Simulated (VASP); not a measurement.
Nb:

```xyz
1
Lattice="0.0000 2.0791 2.0791 2.0791 0.0000 2.0791 2.0791 2.0791 0.0000" Properties=species:S:1:pos:R:3 pbc="T T T"
Nb    0.0000    0.0000    0.0000
```

- Program: VASP 6.6.1
- Task: relaxation of cell and atoms
- Functional: PBE
- Potentials or basis: VASP PAW PBE potentials, release 64 (Nb_sv)
- Cutoff: 600 eV
- k mesh: 13 × 13 × 13
- Occupations: fermi-dirac, width 0.1 eV
- Spin: no spin polarisation

At the start: pressure 7.6 GPa; volume 17.98 Å³/atom.

Question: Where does the relaxation end?

Answer: Over 4 steps the energy falls by 18.1 meV/atom and the volume is 18.76 Å³/atom (+4.4 %); space group Fm-3m (No. 225, to 0.05 Å).

Step by step:
```
step  energy change (eV)  largest force (eV/Å)  pressure (GPa)  volume (Å³)
   1              0.0000                0.0000            7.64        17.98
   2              0.0391                0.0000          -11.20        20.30
   3             -0.0181                0.0000           -0.15        18.78
   4             -0.0181                0.0000           -0.02        18.76
```

Final structure:
```cif
data_structure
_symmetry_space_group_name_H-M 'P 1'
_symmetry_Int_Tables_number 1
_cell_length_a 2.9827
_cell_length_b 2.9827
_cell_length_c 2.9827
_cell_angle_alpha 60.000
_cell_angle_beta 60.000
_cell_angle_gamma 60.000
_cell_volume 18.76
loop_
_atom_site_label
_atom_site_type_symbol
_atom_site_fract_x
_atom_site_fract_y
_atom_site_fract_z
_atom_site_occupancy
Nb1 Nb 0.00000 0.00000 0.00000 1
```
